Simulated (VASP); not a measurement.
Write the native input for VASP 6.6.1 that does the following.

* Task: single point
* Functional: revPBE
* Potentials or basis: VASP PAW PBE potentials, release 64 (Te, Cd)
* Cutoff: 520 eV
* k mesh: 7 × 7 × 7
* Occupations: fermi-dirac, width 0.05 eV
* Spin: no spin polarisation
* Dipole correction: no
* Further INCAR settings: ALGO = Normal; EDIFF = 1e-06; NBANDS = 16

The structure of CdTe lies in POSCAR:

```
CdTe
1.0
    0.0000000000      3.3459197057      3.3459197057
    3.3459197057      0.0000000000      3.3459197057
    3.3459197057      3.3459197057      0.0000000000
Te Cd
1 1
Direct
    0.7500000000      0.7500000000      0.7500000000
    0.0000000000      0.0000000000      0.0000000000
```

These files were run (other wordings do the same):

INCAR

```
PREC = Accurate
ENCUT = 520
EDIFF = 1E-6
ISMEAR = -1
SIGMA = 0.05
LREAL = F
LASPH = T
NELM = 60
ALGO = Normal
ISIF = 2
LWAVE = F
LCHARG = F
GGA = RE
NBANDS = 16
```

KPOINTS

```
regular mesh
0
Gamma
  7 7 7
```

Potentials or basis: VASP PAW PBE potentials, release 64 (Te, Cd).

Run with:

```sh
$ cat potpaw_PBE.64/Te/POTCAR potpaw_PBE.64/Cd/POTCAR > POTCAR
$ mpirun -np 1 vasp_std > vasp.out
```

It gave:

* Pressure: 0.1 GPa
* Band gap on the k mesh: 0.60 eV

Caveat: the PAW data sets were made with another functional, which shifts forces and pressure a little; spin-orbit coupling is left out, which moves the levels of the heavy elements.

Wall time 9.6 s on 1 thread of Intel(R) Xeon(R) 6975P-C (Granite Rapids), with other jobs on the host, peak memory 0.21 GiB.
